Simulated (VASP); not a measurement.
# Na4SrCaSi2 (P-4m2) in VASP: a series of runs

Runs on Na4SrCaSi2. Level: PBEsol. Tasks: single point.

Everything below comes from runs of VASP 6.6.1. Logs are shortened: lines on timing, memory, paths and dates and some standing lists are left out, and cuts for length are marked.

### Step 1. The cell of the first run

It takes space group P-4m2 (No. 115, tetragonal). The conventional cell has a = 5.299 Å, b = 5.299 Å, c = 7.432 Å, α = 90.00°, β = 90.00°, γ = 90.00°. Within 4.3 Å of Sr (site symmetry -4m2) lie 10 Na at 3.27 to 3.75 Å and 4 Si at 3.27 Å. Within 4.2 Å of Ca (site symmetry -4m2) lie 4 Si at 3.20 Å and 10 Na at 3.21 to 3.75 Å. Within 4.2 Å of Si (site symmetry 2mm) lie 2 Ca at 3.20 Å and 10 Na at 3.20 to 3.82 Å and 2 Sr at 3.27 Å. Na (site symmetry -4m2) has 4 Si at 3.20 Å and 4 Na at 3.21 Å and 2 Sr at 3.72 Å and 4 Ca at 3.75 Å within 4.2 Å. Within 4.3 Å of Na (site symmetry -4m2) lie 4 Na at 3.27 Å and 4 Si at 3.27 Å and 2 Ca at 3.72 Å and 4 Sr at 3.75 Å. Within 4.2 Å of Na (site symmetry 2mm) lie 2 Ca at 3.21 Å and 4 Na at 3.21 to 3.27 Å and 2 Sr at 3.27 Å and 6 Si at 3.61 to 3.82 Å.

### Step 2. Single point, PBEsol

INCAR reads:

```
SYSTEM = Na4SrCaSi2
PREC = Accurate ; ENCUT = 520
EDIFF = 1E-7 ; ISMEAR = 0
SIGMA = 0.01 ; LREAL = .False.
LASPH = .True. ; NELM = 80
ALGO = Normal ; ISIF = 2
LWAVE = .False. ; LCHARG = .False.
GGA = PS ; NBANDS = 38
```

KPOINTS reads:

```
Automatic mesh
0
Gamma
  5 5 4
  0 0 0
```

POSCAR reads:

```
Na4SrCaSi2
1.0
    5.2991430000      0.0000000000      0.0000000000
    0.0000000000      5.2991430000      0.0000000000
    0.0000000000      0.0000000000      7.4317080000
Sr Ca Si Na
1 1 2 4
Direct
    0.0000000000      0.0000000000      0.0000000000
    0.5000000000      0.5000000000      0.5000000000
    0.0000000000      0.5000000000      0.2576830000
    0.5000000000      0.0000000000      0.7423170000
    0.0000000000      0.0000000000      0.5000000000
    0.5000000000      0.5000000000      0.0000000000
    0.0000000000      0.5000000000      0.7431210000
    0.5000000000      0.0000000000      0.2568790000
```

Potentials or basis: VASP PAW PBE potentials, release 64 (Sr_sv, Ca_sv, Si, Na_pv).

On the command line:

```bash
$ cat potpaw_PBE.64/Sr_sv/POTCAR potpaw_PBE.64/Ca_sv/POTCAR potpaw_PBE.64/Si/POTCAR potpaw_PBE.64/Na_pv/POTCAR > POTCAR
$ mpirun -np 1 vasp_std > vasp.out
```

OUTCAR:

```text
SYSTEM = Na4SrCaSi2
   PREC = Accurate
   ENCUT = 520
   EDIFF = 1E-7
   ISMEAR = 0
   LREAL = .False.
   LASPH = .True.
   NELM = 80
   ISIF = 2
   GGA = PS

 ion  position               nearest neighbor table
   1  0.000  0.000  0.000-   7 3.27   8 3.27   7 3.27   8 3.27   3 3.27   3 3.27   4 3.27   4 3.27
                             5 3.72   5 3.72   6 3.75   6 3.75   6 3.75   6 3.75
   2  0.500  0.500  0.500-
   3  0.000  0.500  0.258-   1 3.27   1 3.27
   4  0.500  0.000  0.742-   1 3.27   1 3.27
   5  0.000  0.000  0.500-   1 3.72   1 3.72
   6  0.500  0.500  0.000-   1 3.75   1 3.75   1 3.75   1 3.75
   7  0.000  0.500  0.743-   1 3.27   1 3.27
   8  0.500  0.000  0.257-   1 3.27   1 3.27

  LATTYP: Found a simple tetragonal cell.
 ALAT       =     5.2991430000
 C/A-ratio  =     1.4024358278

  Lattice vectors:

 A1 = (   5.2991430000,   0.0000000000,   0.0000000000)
 A2 = (   0.0000000000,   5.2991430000,   0.0000000000)
 A3 = (   0.0000000000,   0.0000000000,   7.4317080000)

Analysis of symmetry for initial positions (statically):
=====================================================================
 Subroutine PRICEL returns:
 Original cell was already a primitive cell.

 Routine SETGRP: Setting up the symmetry group for a
 simple tetragonal supercell.

 Subroutine GETGRP returns: Found  8 space group operations
 (whereof  8 operations were pure point group operations)
 out of a pool of 16 trial point group operations.

The static configuration has the point symmetry D_2d.

Analysis of symmetry for dynamics (positions and initial velocities):
=====================================================================
 Subroutine PRICEL returns:
 Original cell was already a primitive cell.

 Routine SETGRP: Setting up the symmetry group for a
 simple tetragonal supercell.

 Subroutine GETGRP returns: Found  8 space group operations
 (whereof  8 operations were pure point group operations)
 out of a pool of 16 trial point group operations.

The dynamic configuration has the point symmetry D_2d.

 Subroutine INISYM returns: Found  8 space group operations
 (whereof  8 operations are pure point group operations),
 and found     1 'primitive' translations

[... 102 lines left out ...]
   NSW    =      0    number of steps for IOM
   IBRION =     -1    ionic relax: 0-MD 1-quasi-New 2-CG
   NFREE  =      0    steps in history (QN), initial steepest desc. (CG)
   ISIF   =      2    stress and relaxation
   ISYM   =      2    0-nonsym 1-usesym 2-fastsym
   POTIM  = 0.5000    time-step for ionic-motion
   TEBEG  =    0.0;   TEEND  =   0.0 temperature during run
   PSTRESS=    0.0 pullay stress
   NELECT =      56.0000    total number of electrons
   NUPDOWN=      -1.0000    fix difference up-down
   EMIN   =  10.00;   EMAX   =-10.00  energy-range for DOS
   EFERMI =   0.00;   METHOD = LEGACY
   ISMEAR =     0;   SIGMA  =   0.01  broadening in eV -4-tet -1-fermi 0-gaus
   EFERMI_NEDOS =   21; number of points for ismear=-14 and -15
   IALGO  =     38    algorithm
   IMIX   =      4    mixing-type and parameters
     AMIX     =   0.40;   BMIX     =  1.00
     AMIX_MAG =   1.60;   BMIX_MAG =  1.00
  volume/ion in A,a.u.               =      26.09       176.04
  Fermi-wavevector in a.u.,A,eV,Ry     =   1.055936  1.995429 15.170503  1.115001
  Thomas-Fermi vector in A             =   2.191153
   LORBIT       =      0    0 simple, 1 ext, 2 COOP (PROOUT), +10 PAW based schemes
   GGA     = PS    functional components
   LHFCALC =     F    Hartree Fock is set to
   AEXX    =    0.0000 exact exchange contribution
   IVDW    =     0    specifies the selected vdW correction
   LEPSILON=     F    determine dielectric tensor
   LRPA    =     F    only Hartree local field effects (RPA)
 non-spin polarized calculation
 Gauss-broadening in eV      SIGMA  =   0.01
  energy-cutoff  :      520.00
  volume of cell :      208.69
 maximum number of plane-waves:      5650
 NGX is ok and might be reduce to    40
   NGX = 19   NGY = 19   NGZ = 27

 number of electron      55.9999969 magnetization

 Free energy of the ion-electron system (eV)
  ---------------------------------------------------
  ext. energy  EPLUGINS =         0.00000000
  ---------------------------------------------------
  free energy    TOTEN  =       -21.61555763 eV

  energy without entropy =      -21.61555763  energy(sigma->0) =      -21.61555763

 E-fermi :   2.1731     XC(G=0):  -8.4359

 val. band max:        2.1041878381   @ k =   0.2000   0.2000   0.5000
 cond. band min:       2.2205846680   @ k =   0.0000   0.0000   0.0000
 fundamental gap:      0.1163968299
 Fermi energy:         2.1731490898

 k-point     1 :       0.0000    0.0000    0.0000
  band No.  band energies     occupation
      1     -38.7029      2.00000
      2     -33.0337      2.00000
      3     -22.4528      2.00000
      4     -22.4528      2.00000
      5     -22.4452      2.00000
      6     -22.4452      2.00000
[... 727 lines left out ...]
     37       5.9612      0.00000
     38       6.2244      0.00000

------------------------ aborting loop because EDIFF is reached ----------------------------------------

  FORCE on cell =-STRESS in cart. coord.  units (eV):
  Direction    XX          YY          ZZ          XY          YZ          ZX
  --------------------------------------------------------------------------------------
  -------------------------------------------------------------------------------------
  Total       -1.1253914     -1.1253914     -0.9774640      0.0000000      0.0000000      0.0000000
  in kB       -8.6400106     -8.6400106     -7.5043214      0.0000000      0.0000000      0.0000000
  external PRESSURE =      -8.2614475 kB  Pullay stress =       0.0000000 kB

 VOLUME and BASIS-vectors are now :
 -----------------------------------------------------------------------------
  energy-cutoff  :      520.00
  volume of cell :      208.69
      direct lattice vectors                 reciprocal lattice vectors
     5.299143000  0.000000000  0.000000000     0.188709759  0.000000000  0.000000000
     0.000000000  5.299143000  0.000000000     0.000000000  0.188709759  0.000000000
     0.000000000  0.000000000  7.431708000     0.000000000  0.000000000  0.134558570

 POSITION                                       TOTAL-FORCE (eV/Angst)
 -----------------------------------------------------------------------------------
      0.00000      0.00000      0.00000         0.000000     -0.000000      0.000000
      2.64957      2.64957      3.71585         0.000000      0.000000      0.000000
      0.00000      2.64957      1.91502         0.000000     -0.000000      0.028752
      2.64957      0.00000      5.51668         0.000000     -0.000000     -0.028752
      0.00000      0.00000      3.71585         0.000000     -0.000000      0.000000
      2.64957      2.64957      0.00000         0.000000     -0.000000      0.000000
      0.00000      2.64957      5.52266         0.000000     -0.000000     -0.100681
      2.64957      0.00000      1.90905        -0.000000     -0.000000      0.100681
 -----------------------------------------------------------------------------------
    total drift:                               -0.000000      0.000000     -0.000000

  FREE ENERGIE OF THE ION-ELECTRON SYSTEM (eV)
  ---------------------------------------------------
  free  energy   TOTEN  =       -21.6155576256 eV

  energy  without entropy=      -21.6155576256  energy(sigma->0) =      -21.61555763
```

Wall time 4.1 min (1 thread of Oxide Virtual Turin-like, shared host); peak memory 0.34 GiB.

Results:

```
Free energy            : -21.6156 eV
Pressure               : -0.8 GPa
Largest force          : 0.101 eV/Å
Band gap on the k mesh : 0.12 eV (least direct gap 0.24 eV)
```

Forces in eV/Å, atoms in the order of the input:
```
Sr   0.000  0.000  0.000
Ca   0.000  0.000  0.000
Si   0.000  0.000  0.029
Si   0.000  0.000 -0.029
Na   0.000  0.000  0.000
Na   0.000  0.000  0.000
Na   0.000  0.000 -0.101
Na   0.000  0.000  0.101
```

Stress tensor (GPa, compression positive):
```
-0.86  0.00  0.00
 0.00 -0.86  0.00
 0.00  0.00 -0.75
```

Caveat: the PAW data sets were made with another functional, which shifts forces and pressure a little.

### Step 3. Single point, PBEsol

This run uses another cell than the first one, of 26.61 Å³/atom.

INCAR reads:

```
SYSTEM = Na4SrCaSi2
ALGO     = Normal         ! electronic algorithm
EDIFF    = 1E-6           ! SCF threshold, eV
ENCUT    = 520            ! plane-wave cutoff, eV
GGA      = PS             ! functional
ISIF     = 2              ! what is computed and relaxed
ISMEAR   = 0              ! smearing method
LASPH    = .TRUE.         ! aspherical terms in the spheres
LCHARG   = .TRUE.         ! write CHGCAR
LELF     = .TRUE.         ! ELF
LREAL    = .FALSE.        ! projectors in reciprocal space
LVHAR    = .TRUE.       
LWAVE    = .FALSE.        ! write WAVECAR
NBANDS   = 38             ! bands
NELM     = 100            ! most SCF steps
PREC     = Accurate       ! precision mode
SIGMA    = 0.01           ! smearing width, eV
```

KPOINTS reads:

```
k-points
0
G
  5 5 4
  0 0 0
```

POSCAR: that of step 2 with these lines changed.

```diff
@@ -2,5 +2,5 @@
 1.0
-    5.2991430000      0.0000000000      0.0000000000
-    0.0000000000      5.2991430000      0.0000000000
-    0.0000000000      0.0000000000      7.4317080000
+    5.3342376850      0.0000000000      0.0000000000
+    0.0000000000      5.3342376850      0.0000000000
+    0.0000000000      0.0000000000      7.4809260436
 Sr Ca Si Na
```

Potentials or basis: VASP PAW PBE potentials, release 64 (Sr_sv, Ca_sv, Si, Na_pv).

On the command line:

```bash
$ cat potpaw_PBE.64/Sr_sv/POTCAR potpaw_PBE.64/Ca_sv/POTCAR potpaw_PBE.64/Si/POTCAR potpaw_PBE.64/Na_pv/POTCAR > POTCAR
$ mpirun -np 1 vasp_std > vasp.out
```

Run time: 3.7 min. Hardware: 1 thread of Oxide Virtual Turin-like, shared host; peak memory 0.33 GiB.

The run converged. Its results:

- Free energy: -21.5883 eV
- Pressure: -1.3 GPa
- Largest force: 0.102 eV/Å
- Band gap on the k mesh: 0.10 eV (least direct gap 0.22 eV)

Forces in eV/Å, atoms in the order of the input:
```
Sr   0.000  0.000  0.000
Ca   0.000  0.000  0.000
Si   0.000  0.000  0.027
Si   0.000  0.000 -0.027
Na   0.000  0.000  0.000
Na   0.000  0.000  0.000
Na   0.000  0.000 -0.102
Na   0.000  0.000  0.102
```

Stress tensor (GPa, compression positive):
```
-1.33  0.00  0.00
 0.00 -1.33  0.00
 0.00  0.00 -1.22
```

Levels at points of the mesh, in eV from the valence-band top:
```tsv
k point	band 24	band 25	band 26	band 27	band 28	band 29	band 30	band 31	band 32	band 33
(0.00, 0.00, 0.00)	-0.29	-0.29	-0.12	-0.12	-0.12	0.10	0.51	1.75	2.63	2.67
(0.00, 0.00, 0.50)	-1.53	-0.34	-0.34	-0.11	-0.11	1.19	1.20	2.64	2.90	2.92
```

Caveat: the PAW data sets were made with another functional, which shifts forces and pressure a little. A k mesh can miss the band edges.

### Step 4. Single point, PBEsol

This run uses another cell than the first one, of 27.13 Å³/atom.

INCAR reads:

```
SYSTEM = Na4SrCaSi2
PREC     = Accurate       ! precision mode
ENCUT    = 520            ! plane-wave cutoff, eV
EDIFF    = 1E-7           ! SCF threshold, eV
ISMEAR   = 0              ! smearing method
SIGMA    = 0.01           ! smearing width, eV
LREAL    = .False.        ! projectors in reciprocal space
LASPH    = .True.         ! aspherical terms in the spheres
NELM     = 100            ! most SCF steps
ALGO     = Normal         ! electronic algorithm
ISIF     = 2              ! what is computed and relaxed
LWAVE    = .False.        ! write WAVECAR
LCHARG   = .False.        ! write CHGCAR
GGA      = PS             ! functional
NBANDS   = 38             ! bands
```

KPOINTS reads:

```
regular mesh
0
Gamma
  5 5 4
  0 0 0
```

POSCAR: that of step 3 with these lines changed.

```diff
@@ -2,5 +2,5 @@
 1.0
-    5.3342376850      0.0000000000      0.0000000000
-    0.0000000000      5.3342376850      0.0000000000
-    0.0000000000      0.0000000000      7.4809260436
+    5.3688765626      0.0000000000      0.0000000000
+    0.0000000000      5.3688765626      0.0000000000
+    0.0000000000      0.0000000000      7.5295048466
 Sr Ca Si Na
```

Potentials or basis: VASP PAW PBE potentials, release 64 (Sr_sv, Ca_sv, Si, Na_pv).

On the command line:

```bash
$ cat potpaw_PBE.64/Sr_sv/POTCAR potpaw_PBE.64/Ca_sv/POTCAR potpaw_PBE.64/Si/POTCAR potpaw_PBE.64/Na_pv/POTCAR > POTCAR
$ mpirun -np 1 vasp_std > vasp.out
```

OUTCAR:

```text
SYSTEM = Na4SrCaSi2
   PREC = Accurate
   ENCUT = 520
   EDIFF = 1E-7
   ISMEAR = 0
   LREAL = .False.
   LASPH = .True.
   NELM = 100
   ISIF = 2
   GGA = PS

 ion  position               nearest neighbor table
   1  0.000  0.000  0.000-   7 3.31   8 3.31   7 3.31   8 3.31   3 3.31   3 3.31   4 3.31   4 3.31
                             5 3.76   5 3.76   6 3.80   6 3.80   6 3.80   6 3.80
   2  0.500  0.500  0.500-
   3  0.000  0.500  0.258-   1 3.31   1 3.31
   4  0.500  0.000  0.742-   1 3.31   1 3.31
   5  0.000  0.000  0.500-   1 3.76   1 3.76
   6  0.500  0.500  0.000-   1 3.80   1 3.80   1 3.80   1 3.80
   7  0.000  0.500  0.743-   1 3.31   1 3.31
[... 944 lines left out ...]
  in kB      -17.2935034    -17.2935034    -16.3039870      0.0000000      0.0000000     -0.0000000
  external PRESSURE =     -16.9636646 kB  Pullay stress =       0.0000000 kB

 VOLUME and BASIS-vectors are now :
 -----------------------------------------------------------------------------
  energy-cutoff  :      520.00
  volume of cell :      217.04
      direct lattice vectors                 reciprocal lattice vectors
     5.368876563  0.000000000  0.000000000     0.186258706  0.000000000  0.000000000
     0.000000000  5.368876563  0.000000000     0.000000000  0.186258706  0.000000000
     0.000000000  0.000000000  7.529504847     0.000000000  0.000000000  0.132810858

 POSITION                                       TOTAL-FORCE (eV/Angst)
 -----------------------------------------------------------------------------------
      0.00000      0.00000      0.00000        -0.000000      0.000000      0.000000
      2.68444      2.68444      3.76475        -0.000000     -0.000000      0.000000
      0.00000      2.68444      1.94023        -0.000000      0.000000      0.025517
      2.68444      0.00000      5.58928         0.000000      0.000000     -0.025517
      0.00000      0.00000      3.76475        -0.000000      0.000000      0.000000
      2.68444      2.68444      0.00000        -0.000000      0.000000      0.000000
      0.00000      2.68444      5.59533        -0.000000      0.000000     -0.103024
      2.68444      0.00000      1.93417        -0.000000      0.000000      0.103024
 -----------------------------------------------------------------------------------
    total drift:                               -0.000000      0.000000     -0.000000

  FREE ENERGIE OF THE ION-ELECTRON SYSTEM (eV)
  ---------------------------------------------------
  free  energy   TOTEN  =       -21.5497681875 eV

  energy  without entropy=      -21.5497681875  energy(sigma->0) =      -21.54976819
```

stdout:

```text
POSCAR found type information on POSCAR SrCaSiNa
 POSCAR found :  4 types and       8 ions
 scaLAPACK will be used
 -----------------------------------------------------------------------------
|                                                                             |
|                                                                             |
|     You enforced a specific xc type in the INCAR file but a different       |
|     I HOPE YOU KNOW WHAT YOU ARE DOING!                                     |
|                                                                             |
 -----------------------------------------------------------------------------

 LDA part: xc-table for (Slater+PW92), standard interpolation
 POSCAR, INCAR and KPOINTS ok, starting setup
 FFT: planning ... GRIDC
 FFT: planning ... GRID_SOFT
 FFT: planning ... GRID
 WAVECAR not read
 entering main loop
```

It took 3.6 min on 1 thread of Oxide Virtual Turin-like, shared host; peak memory 0.34 GiB.

What came out:

```
Free energy            : -21.5498 eV
Pressure               : -1.7 GPa
Largest force          : 0.103 eV/Å
Band gap on the k mesh : 0.09 eV (least direct gap 0.20 eV)
```

Forces in eV/Å, atoms in the order of the input:
```
Sr   0.000  0.000  0.000
Ca   0.000  0.000  0.000
Si   0.000  0.000  0.026
Si   0.000  0.000 -0.026
Na   0.000  0.000  0.000
Na   0.000  0.000  0.000
Na   0.000  0.000 -0.103
Na   0.000  0.000  0.103
```

Levels at points of the mesh, in eV from the valence-band top:
```csv
k point,band 24,band 25,band 26,band 27,band 28,band 29,band 30,band 31,band 32,band 33
"(0.00, 0.00, 0.00)",-0.30,-0.30,-0.12,-0.11,-0.11,0.09,0.43,1.72,2.62,2.66
"(0.00, 0.00, 0.50)",-1.52,-0.33,-0.33,-0.11,-0.11,1.18,1.19,2.58,2.83,2.90
```

Caveat: the PAW data sets were made with another functional, which shifts forces and pressure a little.

### Step 5. Overview

| cell | gap on the mesh (eV) | pressure (GPa) | largest force (eV/Å) |
| --- | --- | --- | --- |
| a = 5.299, b = 5.299, c = 7.432 Å, 8 atoms | 0.12 | -0.8 | 0.10 |
| a = 5.334, b = 5.334, c = 7.481 Å, 8 atoms | 0.10 | -1.3 | 0.10 |
| a = 5.369, b = 5.369, c = 7.530 Å, 8 atoms | 0.09 | -1.7 | 0.10 |

Alike in all rows: task single point; level PBEsol; potentials or basis VASP PAW PBE potentials, release 64 (Sr_sv, Ca_sv, Si, Na_pv); no spin polarisation; k mesh 5 × 5 × 4; cutoff (eV) 520; smearing gaussian 0.01 eV.

Caveats: the PAW data sets were made with another functional, which shifts forces and pressure a little.

Absolute energies hang on the potentials; compare differences alone.
